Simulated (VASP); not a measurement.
Write the native input for VASP 6.6.1 that does the following.

| Item | Value |
| --- | --- |
| Task | single point |
| Functional | r2SCAN |
| Potentials or basis | VASP PAW PBE potentials, release 64 (B, N) |
| Cutoff | 520 eV |
| k mesh | 12 × 12 × 12 |
| Occupations | gaussian, width 0.05 eV |
| Spin | no spin polarisation |
| Dipole correction | no |
| Further INCAR settings | ALGO = Normal; EDIFF = 1e-06; NBANDS = 11 |

BN:

```
CELL_PARAMETERS angstrom
0.00000 3.28922 2.44604
1.17783 0.00000 2.44604
1.17783 3.28922 0.00000
ATOMIC_POSITIONS crystal
B 0.00005 0.00005 0.99995
N 0.66665 0.66665 0.33335
```

This cell differs from its parent crystal: ratio of the length along z to the lengths across it x 1.2, volume and fractional coordinates fixed.

The input as run:

POSCAR

```
BN
1.0
    0.0000000000      3.2892181283      2.4460438784
    1.1778309010      0.0000000000      2.4460438784
    1.1778309010      3.2892181283      0.0000000000
B N
1 1
Direct
    0.0000486500      0.0000486500      0.9999513500
    0.6666513400      0.6666513400      0.3333486600
```

INCAR.step1

```
ALGO = Normal
EDIFF = 1E-4
ENCUT = 520
GGA = PE
ISMEAR = 0
LASPH = True
LCHARG = False
LREAL = False
LWAVE = True
NBANDS = 11
NELM = 60
PREC = Accurate
SIGMA = 0.05
```

INCAR.step2

```
ALGO = Normal
EDIFF = 1E-6
ENCUT = 520
ISIF = 2
ISMEAR = 0
ISTART = 1
LASPH = True
LCHARG = False
LMIXTAU = True
LREAL = False
LWAVE = False
METAGGA = R2SCAN
NBANDS = 11
NELM = 60
PREC = Accurate
SIGMA = 0.05
```

KPOINTS

```
k-points
0
Gamma
  12 12 12
```

Potentials or basis: VASP PAW PBE potentials, release 64 (B, N).

The run is started by

```sh
$ cat potpaw_PBE.64/B/POTCAR potpaw_PBE.64/N/POTCAR > POTCAR
$ cp INCAR.step1 INCAR
$ mpirun -np 1 vasp_std > vasp.out
$ cp INCAR.step2 INCAR
$ mpirun -np 1 vasp_std > vasp.out
```

It gave:

```
Pressure               : -13.6 GPa
Largest force          : 0.131 eV/Å
Band gap on the k mesh : 3.04 eV, indirect (least direct gap 5.07 eV)
```

Caveat: the PAW data sets were made with another functional, which shifts forces and pressure a little.

It took 3 min on 1 thread of Intel(R) Xeon(R) Platinum 8488C (Sapphire Rapids), with other jobs on the host, peak memory 0.18 GiB.
